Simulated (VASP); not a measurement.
Input of a VASP 6.6.1 run:

The input INCAR:

```
SYSTEM = BeAl3
PREC = Accurate
ENCUT = 520
EDIFF = 1E-6
ISMEAR = -1
SIGMA = 0.05
LREAL = .False.
LASPH = .True.
NELM = 100
ALGO = Normal
ISIF = 2
LWAVE = .False.
LCHARG = .True.
GGA = RP
LELF = .True.
LVHAR = .True.
NBANDS = 14
```

KPOINTS

```
Automatic mesh
0
Gamma
  6 6 6
  0 0 0
```

Contents of POSCAR:

```
BeAl3
1.0
   -1.9421910000      1.9421910000      3.8518930000
    1.9421910000     -1.9421910000      3.8518930000
    1.9421910000      1.9421910000     -3.8518930000
Al Be
3 1
Direct
    0.5000000000      0.5000000000      0.0000000000
    0.2500000000      0.7500000000      0.5000000000
    0.7500000000      0.2500000000      0.5000000000
    0.0000000000      0.0000000000      0.0000000000
```

Potentials or basis: VASP PAW PBE potentials, release 64 (Al, Be).

The run is started by

```sh
$ cat potpaw_PBE.64/Al/POTCAR potpaw_PBE.64/Be/POTCAR > POTCAR
$ mpirun -np 1 vasp_std > vasp.out
```

What does it give for the pressure?

2.1 GPa.

Stress tensor (GPa, compression positive):
```
 3.25  0.00  0.00
 0.00  3.25  0.00
 0.00  0.00 -0.11
```

Caveat: the k points lie up to 0.38 Å⁻¹ apart; the PAW data sets were made with another functional, which shifts forces and pressure a little.
